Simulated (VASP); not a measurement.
Input of a VASP 6.6.1 run:

The input POSCAR:

```
BN
1.0
    0.0000000000      1.8226843616      1.8226843616
    1.8226843616      0.0000000000      1.8226843616
    1.8226843616      1.8226843616      0.0000000000
B N
1 1
Direct
    0.0000000000      0.0000000000      0.0000000000
    0.7500000000      0.7500000000      0.7500000000
```

INCAR.step1

```
SYSTEM = BN
PREC = Accurate ; ENCUT = 910
ISMEAR = 0 ; SIGMA = 0.02
LREAL = .False. ; LASPH = .True.
NELM = 120 ; NBANDS = 11
GGA = PE ; ALGO = Normal
EDIFF = 1E-5 ; LWAVE = .True.
LCHARG = .False. ; GGA_COMPAT = .False.
```

File INCAR.step2:

```
SYSTEM = BN
PREC = Accurate ; ENCUT = 910
EDIFF = 1E-6 ; ISMEAR = 0
SIGMA = 0.02 ; LREAL = .False.
LASPH = .True. ; NELM = 120
ALGO = Normal ; ISIF = 2
LWAVE = .False. ; LCHARG = .False.
METAGGA = R2SCAN ; LMIXTAU = .True.
NBANDS = 11 ; ISTART = 1
GGA_COMPAT = .False.
```

KPOINTS

```
Automatic mesh
0
Gamma
  12 12 12
  0 0 0
```

Potentials or basis: VASP PAW PBE potentials, release 64 (B_h, N_h).

Run with:

```console
$ cat potpaw_PBE.64/B_h/POTCAR potpaw_PBE.64/N_h/POTCAR > POTCAR
$ cp INCAR.step1 INCAR
$ mpirun -np 1 vasp_std > vasp.out
$ cp INCAR.step2 INCAR
$ mpirun -np 1 vasp_std > vasp.out
```

(1) Predict the pressure.

(2) What does it give for the band gap on the k mesh?

Results:

(1) -11.5 GPa.

(2) 4.96 eV, indirect (least direct gap 9.42 eV).

Caveat: the cutoff is under 1.25 times the usual one of these potentials, so pressure, stress and relaxed cells hold a basis-set (Pulay) error; the PAW data sets were made with another functional, which shifts forces and pressure a little.
